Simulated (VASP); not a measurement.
Set up this calculation in VASP 6.6.1, as the native input.

* Task: single point
* Functional: LDA
* Potentials or basis: VASP PAW LDA potentials, release 64 (Zn, Sb)
* Cutoff: 500 eV
* k mesh: 5 × 5 × 5
* Occupations: methfessel-paxton, width 0.0362 eV
* Spin: no spin polarisation
* Dipole correction: no
* Further INCAR settings: ALGO = Normal; EDIFF = 1e-06; NBANDS = 16

The structure of ZnSb lies in POSCAR:

```
ZnSb
1.0
    3.5759530000      0.0000000000      0.0000000000
    0.0000000000      3.5759530000      0.0000000000
    0.0000000000      0.0000000000      3.5759530000
Zn Sb
1 1
Direct
    0.5000000000      0.5000000000      0.5000000000
    0.0000000000      0.0000000000      0.0000000000
```

These files were run (other wordings do the same):

INCAR

```
SYSTEM = ZnSb
ALGO     = Normal         ! electronic algorithm
EDIFF    = 1E-6           ! SCF threshold, eV
ENCUT    = 500            ! plane-wave cutoff, eV
GGA      = CA             ! functional
GGA_COMPAT= .False.      
ISIF     = 2              ! what is computed and relaxed
ISMEAR   = 1              ! smearing method
LASPH    = .True.         ! aspherical terms in the spheres
LCHARG   = .False.        ! write CHGCAR
LREAL    = .False.        ! projectors in reciprocal space
LWAVE    = .False.        ! write WAVECAR
NBANDS   = 16             ! bands
NELM     = 120            ! most SCF steps
PREC     = Accurate       ! precision mode
SIGMA    = 0.0362         ! smearing width, eV
```

KPOINTS

```
k-points
0
Gamma
  5 5 5
  0 0 0
```

Potentials or basis: VASP PAW LDA potentials, release 64 (Zn, Sb).

The run is started by

```bash
$ cat potpaw_LDA.64/Zn/POTCAR potpaw_LDA.64/Sb/POTCAR > POTCAR
$ mpirun -np 1 vasp_std > vasp.out
```

Results of the run:

| Property | Result |
| --- | --- |
| Pressure | -6.8 GPa |

It took 9.4 s on 1 thread of Intel(R) Xeon(R) Platinum 8375C CPU @ 2.90GHz (Ice Lake) (shared host), peak memory 0.13 GiB.
